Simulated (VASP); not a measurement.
Runs of VASP 6.6.1 on V. The structure is that of space group P6_3/mmc (No. 194), or close to it. The cells are those of the table. This isn't the form of V at room conditions, which is bcc.

| cell | smearing | gap on the mesh (eV) | pressure (GPa) | moment (μB) |
| --- | --- | --- | --- | --- |
| a = 2.586, b = 2.586, c = 4.641 Å, angles 90.0, 90.0, 120.0°, 2 atoms | fermi-dirac 0.08 eV | none | (a) | 0.00 |
| a = 2.613, b = 2.613, c = 4.688 Å, angles 90.0, 90.0, 120.0°, 2 atoms | fermi-dirac 0.28 eV | none | (b) | 0.00 |
| a = 2.613, b = 2.613, c = 4.688 Å, angles 90.0, 90.0, 120.0°, 2 atoms | gaussian 0.2 eV | none | 0.2 | 0.00 |
| a = 2.638, b = 2.638, c = 4.734 Å, angles 90.0, 90.0, 120.0°, 2 atoms | fermi-dirac 0.08 eV | none | -4.6 | 0.00 |
| a = 2.560, b = 2.560, c = 4.593 Å, angles 90.0, 90.0, 120.0°, 2 atoms | fermi-dirac 0.08 eV | none | 12.0 | 0.00 |

Alike in all rows: task single point; level PBE; potentials or basis VASP PAW PBE potentials, release 64 (V_sv); spin collinear, ferromagnetic start; k mesh 18 × 18 × 10; cutoff (eV) 520.

Q: Fill in the values left out.

A: (a) 5.8; (b) 2.9.

Caveats: the moments typed at the start vanished in this run; the cell stands under pressure (at least some runs); so wide a smearing shifts energies and pressures (at least some runs); the cell stands under tension (at least some runs).

A gap of «none» marks levels without a gap at the run's occupations.
